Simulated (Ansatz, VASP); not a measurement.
Ca3Ge2: VASP beside Ansatz

```
CELL_PARAMETERS angstrom
4.84920 0.00000 0.00000
-2.42460 4.19953 0.00000
0.00000 0.00000 6.98109
ATOMIC_POSITIONS crystal
Ca 0.66667 0.33333 0.23317
Ca 0.66667 0.33333 0.76683
Ca 0.00000 0.00000 0.50000
Ge 0.00000 0.00000 0.00000
Ge 0.33333 0.66667 0.50000
```

Alike in both runs: functional PBEsol; k mesh 6 × 6 × 4; occupations gaussian, width 0.1 eV; no spin polarisation.

Ansatz relaxed the structure, and its values are those at the end. VASP's run is a single point on that final structure, the one shown.

```csv
,VASP,Ansatz
version,VASP 6.6.1,Ansatz 0.2.0
potentials or method,"VASP PAW PBE potentials, release 64 (Ca_sv, Ge_d), cutoff 520 eV","scalar-relativistic, plane waves, PAW"
valence electrons in the cell,58,58
```

```tsv
	VASP	Ansatz	Ansatz less VASP
gap on the k mesh at the Fermi level (eV)	none	none	-
pressure (GPa)	-0.2	-0.1	+0.12
rms of the force components (eV/Å)	0.012	0.011	-0.0013
```

VASP's potentials were made for PBE, not for PBEsol. A gap of «none» marks a metal or a gap that the smearing closes. With one functional, cell and mesh, what is left measures potentials, basis and numerics.
